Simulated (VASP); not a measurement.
# SnGeO2 (P4mm) in VASP: single point with PBE

Aim: the single point of SnGeO2 with PBE.

All numbers are computed with VASP 6.6.1; they aren't measurements. Logs are shortened: lines on timing, memory, paths and dates and some standing lists are left out, and cuts for length are marked.

### 1 The cell of the first run

Symmetry: P4mm, No. 99, tetragonal system. The conventional cell has a = 3.719 Å, b = 3.719 Å, c = 4.590 Å, α = 90.00°, β = 90.00°, γ = 90.00°. Within 2.9 Å of Sn (site symmetry 4mm) lie 4 O at 2.22 Å. Ge (site symmetry 4mm) has 4 O at 2.10 Å within 2.8 Å. O (site symmetry 2mm) has 2 Ge at 2.10 Å and 2 Sn at 2.22 Å and 4 O at 2.63 Å within 2.8 Å.

### 2 Single point, PBE (15.87 Å³/atom)

Contents of INCAR:

```
SYSTEM = SnGeO2
PREC = Accurate ; ENCUT = 1340
EDIFF = 1E-6 ; ISMEAR = 0
SIGMA = 0.02 ; LREAL = .False.
LASPH = .True. ; NELM = 120
ALGO = Normal ; ISIF = 2
LWAVE = .False. ; LCHARG = .False.
GGA = PE ; NBANDS = 28
GGA_COMPAT = .False.
```

Contents of KPOINTS:

```
regular mesh
0
Gamma
  8 8 6
  0 0 0
```

Contents of POSCAR:

```
SnGeO2
1.0
    3.7191950202      0.0000000000      0.0000000000
    0.0000000000      3.7191950202      0.0000000000
    0.0000000000      0.0000000000      4.5898817787
Sn Ge O
1 1 2
Direct
    0.5000000000      0.5000000000      0.2528209781
    0.0000000000      0.0000000000      0.7731049286
    0.0000000000      0.5000000000      0.9870365466
    0.5000000000      0.0000000000      0.9870365466
```

Potentials or basis: VASP PAW PBE potentials, release 64 (Sn_d, Ge_d, O_h).

Command:

```bash
$ cat potpaw_PBE.64/Sn_d/POTCAR potpaw_PBE.64/Ge_d/POTCAR potpaw_PBE.64/O_h/POTCAR > POTCAR
$ mpirun -np 1 vasp_std > vasp.out
```

OUTCAR:

```text
SYSTEM = SnGeO2
   PREC = Accurate
   ENCUT = 1340
   EDIFF = 1E-6
   ISMEAR = 0
   LREAL = .False.
   LASPH = .True.
   NELM = 120
   ISIF = 2
   GGA = PE

 ion  position               nearest neighbor table
   1  0.500  0.500  0.253-   3 2.22   4 2.22   4 2.22   3 2.22
   2  0.000  0.000  0.773-   3 2.10   4 2.10   3 2.10   4 2.10
   3  0.000  0.500  0.987-   2 2.10   2 2.10   1 2.22   1 2.22
   4  0.500  0.000  0.987-   2 2.10   2 2.10   1 2.22   1 2.22

  LATTYP: Found a simple tetragonal cell.
 ALAT       =     3.7191950202
 C/A-ratio  =     1.2341062391

  Lattice vectors:

 A1 = (   3.7191950202,   0.0000000000,   0.0000000000)
 A2 = (   0.0000000000,   3.7191950202,   0.0000000000)
 A3 = (   0.0000000000,   0.0000000000,   4.5898817787)

Analysis of symmetry for initial positions (statically):
=====================================================================
 Subroutine PRICEL returns:
 Original cell was already a primitive cell.

 Routine SETGRP: Setting up the symmetry group for a
 simple tetragonal supercell.

 Subroutine GETGRP returns: Found  8 space group operations
 (whereof  8 operations were pure point group operations)
 out of a pool of 16 trial point group operations.

The static configuration has the point symmetry C_4v.

Analysis of symmetry for dynamics (positions and initial velocities):
=====================================================================
 Subroutine PRICEL returns:
 Original cell was already a primitive cell.

 Routine SETGRP: Setting up the symmetry group for a
 simple tetragonal supercell.

 Subroutine GETGRP returns: Found  8 space group operations
 (whereof  8 operations were pure point group operations)
 out of a pool of 16 trial point group operations.

The dynamic configuration has the point symmetry C_4v.

 Subroutine INISYM returns: Found  8 space group operations
 (whereof  8 operations are pure point group operations),
 and found     1 'primitive' translations

----------------------------------------------------------------------------------------

                                     Primitive cell

  volume of cell :      63.4891

  direct lattice vectors                    reciprocal lattice vectors
     3.719195020  0.000000000  0.000000000     0.268875387  0.000000000  0.000000000
     0.000000000  3.719195020  0.000000000     0.000000000  0.268875387  0.000000000
     0.000000000  0.000000000  4.589881779     0.000000000  0.000000000  0.217870535

  length of vectors
     3.719195020  3.719195020  4.589881779     0.268875387  0.268875387  0.217870535

  position of ions in fractional coordinates (direct lattice)
     0.500000000  0.500000000  0.252820978
     0.000000000  0.000000000  0.773104929
     0.000000000  0.500000000  0.987036547
     0.500000000  0.000000000  0.987036547

  ion indices of the primitive-cell ions
   primitive index   ion index
                 1           1
                 2           2
                 3           3
                 4           4

----------------------------------------------------------------------------------------

 KPOINTS: regular mesh

Automatic generation of k-mesh.
 Grid dimensions read from file:
 generate k-points for:    8    8    6

 Generating k-lattice:

  Cartesian coordinates                     Fractional coordinates (reciprocal lattice)
     0.033609423  0.000000000  0.000000000     0.125000000  0.000000000  0.000000000
     0.000000000  0.033609423  0.000000000     0.000000000  0.125000000  0.000000000
     0.000000000  0.000000000  0.036311756     0.000000000  0.000000000  0.166666667

  Length of vectors
     0.033609423  0.033609423  0.036311756

  Shift w.r.t. Gamma in fractional coordinates (k-lattice)
     0.000000000  0.000000000  0.000000000

 Subroutine IBZKPT returns following result:
 ===========================================

 Found     60 irreducible k-points:

 Following reciprocal coordinates:
            Coordinates               Weight
  0.000000  0.000000  0.000000      1.000000
  0.125000  0.000000  0.000000      4.000000
  0.250000  0.000000  0.000000      4.000000
  0.375000  0.000000  0.000000      4.000000
  0.500000  0.000000  0.000000      2.000000
  0.125000  0.125000  0.000000      4.000000
[... 16 lines left out ...]
  0.375000  0.125000  0.166667     16.000000
  0.500000  0.125000  0.166667      8.000000
 [... further k-points ...]
   k-points           NKPTS =     60   k-points in BZ     NKDIM =     60   number of bands    NBANDS=     28
   number of dos      NEDOS =    301   number of ions     NIONS =      4
   total plane-waves  NPLWV = 129024
   dimension x,y,z NGX =    48 NGY =   48 NGZ =   56
   dimension x,y,z NGXF=    96 NGYF=   96 NGZF=  112
   ions per type =               1   1   2
   NGX,Y,Z   is equivalent  to a cutoff of  21.46, 21.46, 20.28 a.u.
   NGXF,Y,Z  is equivalent  to a cutoff of  42.91, 42.91, 40.57 a.u.
 SYSTEM =  SnGeO2
   PREC   = accura    normal or accurate (medium, high low for compatibility)
   ISTART =      0    job   : 0-new  1-cont  2-samecut
   ICHARG =      2    charge: 1-file 2-atom 10-const
   ISPIN  =      1    spin polarized calculation?
   LNONCOLLINEAR =      F non collinear calculations
   LSORBIT =      F    spin-orbit coupling
   LASPH  =      T    aspherical Exc in radial PAW
   ENCUT  = 1340.0 eV  98.49 Ry    9.92 a.u.  11.10 11.10 13.70*2*pi/ulx,y,z
   NELM   =    120;   NELMIN=  2; NELMDL= -5     # of ELM steps
   EDIFF  = 0.1E-05   stopping-criterion for ELM
   LREAL  =      F    real-space projection
   EDIFFG = 0.1E-04   stopping-criterion for IOM
   NSW    =      0    number of steps for IOM
   IBRION =     -1    ionic relax: 0-MD 1-quasi-New 2-CG
   NFREE  =      0    steps in history (QN), initial steepest desc. (CG)
   ISIF   =      2    stress and relaxation
   ISYM   =      2    0-nonsym 1-usesym 2-fastsym
   POTIM  = 0.5000    time-step for ionic-motion
   TEBEG  =    0.0;   TEEND  =   0.0 temperature during run
   PSTRESS=    0.0 pullay stress
   NELECT =      40.0000    total number of electrons
   NUPDOWN=      -1.0000    fix difference up-down
   EMIN   =  10.00;   EMAX   =-10.00  energy-range for DOS
   EFERMI =   0.00;   METHOD = LEGACY
   ISMEAR =     0;   SIGMA  =   0.02  broadening in eV -4-tet -1-fermi 0-gaus
   EFERMI_NEDOS =   21; number of points for ismear=-14 and -15
   IALGO  =     38    algorithm
   IMIX   =      4    mixing-type and parameters
     AMIX     =   0.40;   BMIX     =  1.00
     AMIX_MAG =   1.60;   BMIX_MAG =  1.00
  volume/ion in A,a.u.               =      15.87       107.11
  Fermi-wavevector in a.u.,A,eV,Ry     =   1.403444  2.652124 26.798777  1.969655
  Thomas-Fermi vector in A             =   2.526105
   LORBIT       =      0    0 simple, 1 ext, 2 COOP (PROOUT), +10 PAW based schemes
   GGA     = PE    functional components
   LHFCALC =     F    Hartree Fock is set to
   AEXX    =    0.0000 exact exchange contribution
   IVDW    =     0    specifies the selected vdW correction
   LEPSILON=     F    determine dielectric tensor
   LRPA    =     F    only Hartree local field effects (RPA)
 non-spin polarized calculation
 Gauss-broadening in eV      SIGMA  =   0.02
  energy-cutoff  :     1340.00
  volume of cell :       63.49
 maximum number of plane-waves:      7118
 NGX is ok and might be reduce to    48
   NGX = 23   NGY = 23   NGZ = 27

 number of electron      39.9999998 magnetization

 Free energy of the ion-electron system (eV)
  ---------------------------------------------------
  ext. energy  EPLUGINS =         0.00000000
  ---------------------------------------------------
  free energy    TOTEN  =       -22.90523308 eV

  energy without entropy =      -22.90523308  energy(sigma->0) =      -22.90523308

 E-fermi :   6.2681     XC(G=0): -10.4585

 val. band max:        6.1616884176   @ k =   0.1250   0.1250   0.0000
 cond. band min:       6.8234084382   @ k =   0.5000   0.5000   0.0000
 fundamental gap:      0.6617200207
 Fermi energy:         6.2681185301

 k-point     1 :       0.0000    0.0000    0.0000
  band No.  band energies     occupation
      1     -18.4318      2.00000
      2     -18.3529      2.00000
      3     -18.3417      2.00000
      4     -18.3417      2.00000
      5     -18.3251      2.00000
      6     -15.1686      2.00000
[... 20 lines left out ...]
     27      13.9164      0.00000
     28      14.4453      0.00000

 k-point     2 :       0.1250    0.0000    0.0000
  band No.  band energies     occupation
      1     -18.4281      2.00000
      2     -18.3535      2.00000
      3     -18.3458      2.00000
      4     -18.3416      2.00000
      5     -18.3235      2.00000
      6     -15.1596      2.00000
[... 20 lines left out ...]
     27      14.0844      0.00000
     28      15.5217      0.00000

 k-point     3 :       0.2500    0.0000    0.0000
  band No.  band energies     occupation
      1     -18.4189      2.00000
      2     -18.3554      2.00000
      3     -18.3550      2.00000
      4     -18.3412      2.00000
      5     -18.3203      2.00000
      6     -15.1385      2.00000
[... 20 lines left out ...]
     27      14.3221      0.00000
     28      17.3357      0.00000

 k-point     4 :       0.3750    0.0000    0.0000
  band No.  band energies     occupation
      1     -18.4082      2.00000
      2     -18.3662      2.00000
      3     -18.3565      2.00000
      4     -18.3409      2.00000
      5     -18.3173      2.00000
      6     -15.1190      2.00000
[... 20 lines left out ...]
     27      14.7575      0.00000
     28      16.8321      0.00000

 k-point     5 :       0.5000    0.0000    0.0000
  band No.  band energies     occupation
      1     -18.4025      2.00000
      2     -18.3720      2.00000
      3     -18.3571      2.00000
      4     -18.3407      2.00000
      5     -18.3160      2.00000
      6     -15.1121      2.00000
[... 20 lines left out ...]
     27      15.4889      0.00000
     28      15.6685      0.00000

 k-point     6 :       0.1250    0.1250    0.0000
  band No.  band energies     occupation
      1     -18.4245      2.00000
      2     -18.3542      2.00000
      3     -18.3471      2.00000
      4     -18.3437      2.00000
      5     -18.3222      2.00000
      6     -15.1506      2.00000
[... 463 lines left out ...]
      5     -18.3220      2.00000
      6     -15.1502      2.00000
[... 20 lines left out ...]
     27      14.7228      0.00000
     28      16.2337      0.00000

 k-point    22 :       0.2500    0.1250    0.1667
  band No.  band energies     occupation
      1     -18.4152      2.00000
      2     -18.3563      2.00000
      3     -18.3552      2.00000
      4     -18.3441      2.00000
      5     -18.3192      2.00000
      6     -15.1301      2.00000
[... 20 lines left out ...]
     27      15.1682      0.00000
     28      16.7643      0.00000

 k-point    23 :       0.3750    0.1250    0.1667
  band No.  band energies     occupation
      1     -18.4044      2.00000
      2     -18.3665      2.00000
      3     -18.3572      2.00000
      4     -18.3438      2.00000
      5     -18.3165      2.00000
      6     -15.1144      2.00000
[... 20 lines left out ...]
     27      15.3234      0.00000
     28      16.1031      0.00000

 k-point    24 :       0.5000    0.1250    0.1667
  band No.  band energies     occupation
      1     -18.3986      2.00000
      2     -18.3723      2.00000
      3     -18.3579      2.00000
      4     -18.3436      2.00000
      5     -18.3153      2.00000
      6     -15.1123      2.00000
[... 20 lines left out ...]
     27      15.3849      0.00000
     28      15.9069      0.00000

 [... further k-points ...]

------------------------ aborting loop because EDIFF is reached ----------------------------------------

  FORCE on cell =-STRESS in cart. coord.  units (eV):
  Direction    XX          YY          ZZ          XY          YZ          ZX
  --------------------------------------------------------------------------------------
  -------------------------------------------------------------------------------------
  Total        0.8466292      0.8466292      0.7973516      0.0000000      0.0000000      0.0000000
  in kB       21.3650746     21.3650746     20.1215327      0.0000000      0.0000000      0.0000000
  external PRESSURE =      20.9505606 kB  Pullay stress =       0.0000000 kB

 VOLUME and BASIS-vectors are now :
 -----------------------------------------------------------------------------
  energy-cutoff  :     1340.00
  volume of cell :       63.49
      direct lattice vectors                 reciprocal lattice vectors
     3.719195020  0.000000000  0.000000000     0.268875387  0.000000000  0.000000000
     0.000000000  3.719195020  0.000000000     0.000000000  0.268875387  0.000000000
     0.000000000  0.000000000  4.589881779     0.000000000  0.000000000  0.217870535

 POSITION                                       TOTAL-FORCE (eV/Angst)
 -----------------------------------------------------------------------------------
      1.85960      1.85960      1.16042         0.000000      0.000000      0.069221
      0.00000      0.00000      3.54846         0.000000     -0.000000     -0.062252
      0.00000      1.85960      4.53038        -0.000000     -0.000000     -0.003485
      1.85960      0.00000      4.53038        -0.000000     -0.000000     -0.003485
 -----------------------------------------------------------------------------------
    total drift:                                0.000000     -0.000000      0.000254

  FREE ENERGIE OF THE ION-ELECTRON SYSTEM (eV)
  ---------------------------------------------------
  free  energy   TOTEN  =       -22.9052330807 eV

  energy  without entropy=      -22.9052330807  energy(sigma->0) =      -22.90523308
```

Run time: 3.2 min. Hardware: 1 thread of AMD EPYC 9R45 (Zen 5), shared host; peak memory 0.63 GiB.

Results:

```yaml
Free_energy: -22.9052 eV
Pressure: 2.1 GPa
Largest_force: 0.069 eV/Å
Band_gap_on_the_k_mesh: 0.66 eV (least direct gap 1.87 eV)
```

Forces on the atoms (eV/Å):
```
Sn   0.000  0.000  0.069
Ge   0.000  0.000 -0.062
O    0.000  0.000 -0.003
O    0.000  0.000 -0.003
```

Stress tensor (GPa, compression positive):
```
2.14 0.00 0.00
0.00 2.14 0.00
0.00 0.00 2.01
```

Caveat: semilocal functionals underestimate gaps, and a narrow one can read as zero; spin-orbit coupling is left out, which moves the levels of the heavy elements.
